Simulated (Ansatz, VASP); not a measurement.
# Two plane-wave programs on MgS

```
Mg S
1.0
     3.57102    0.00000    0.00000
    -1.78551    3.09259    0.00000
     0.00000    0.00000    6.02186
Mg S
2 2
Direct
  0.00000 0.00000 0.00000
  0.00000 0.00000 0.50000
  0.33333 0.66667 0.25000
  0.66667 0.33333 0.75000
```

Alike in both runs: task single point; functional r2SCAN; k mesh 6 × 6 × 4; no spin polarisation.

|  | VASP | Ansatz |
| --- | --- | --- |
| version | VASP 6.6.1 | Ansatz 0.2.0 |
| potentials or method | VASP PAW PBE potentials, release 64 (Mg_sv, S) | plane waves, PAW |
| plane-wave cutoff (eV) | 660 | 500 |
| occupations | gaussian, width 0.01 eV | fixed |
| valence electrons in the cell | 32 | 32 |

Ansatz gave:

```
gap on the k mesh at the Fermi level (eV)                     : 4.16
pressure (GPa)                                                : 5.6
traceless stress, the component that is largest in VASP (GPa) : 0.19
```

What did VASP give for the same quantities?

gap on the k mesh at the Fermi level (eV): 4.22; pressure (GPa): 5.3; traceless stress, the component that is largest in VASP (GPa): 0.28.

VASP's potentials were made for PBE, not for r2SCAN.
